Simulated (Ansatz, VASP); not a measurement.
# Two plane-wave programs on CdSe

```xyz
12
Lattice="7.6166 0.0000 0.0000 0.0000 7.6166 0.0000 0.0000 0.0000 7.6166" Properties=species:S:1:pos:R:3 pbc="T T T"
Cd    3.8083    0.0000    5.7124
Cd    5.7124    3.8083    0.0000
Cd    0.0000    5.7124    3.8083
Cd    3.8083    0.0000    1.9041
Cd    1.9041    3.8083    0.0000
Cd    0.0000    1.9041    3.8083
Se    0.0000    3.8083    5.7124
Se    5.7124    0.0000    3.8083
Se    3.8083    5.7124    0.0000
Se    0.0000    3.8083    1.9041
Se    1.9041    0.0000    3.8083
Se    3.8083    1.9041    0.0000
```

Alike in both runs: functional PBE; k mesh 4 × 4 × 4; occupations gaussian, width 0.02 eV; no spin polarisation.

Ansatz relaxed the structure, and its values are those at the end. VASP's run is a single point on that final structure, the one shown.

```csv
,VASP,Ansatz
version,VASP 6.6.1,Ansatz 0.2.0
potentials or method,"VASP PAW PBE potentials, release 64 (Cd, Se), cutoff 520 eV","scalar-relativistic, plane waves, PAW"
valence electrons in the cell,108,216
```

Ansatz gave:

* gap on the k mesh at the Fermi level (eV): 0.65
* least direct gap on the mesh (eV): 0.65
* pressure (GPa): 0.0

Estimate VASP's values.

gap on the k mesh at the Fermi level (eV): 0.64; least direct gap on the mesh (eV): 0.64; pressure (GPa): 0.2.

VASP's potentials hold 108 valence electrons a cell and Ansatz's 216, so a difference there can come from the potentials and not from the codes. Ansatz's warnings: xc potential rough in thin density.
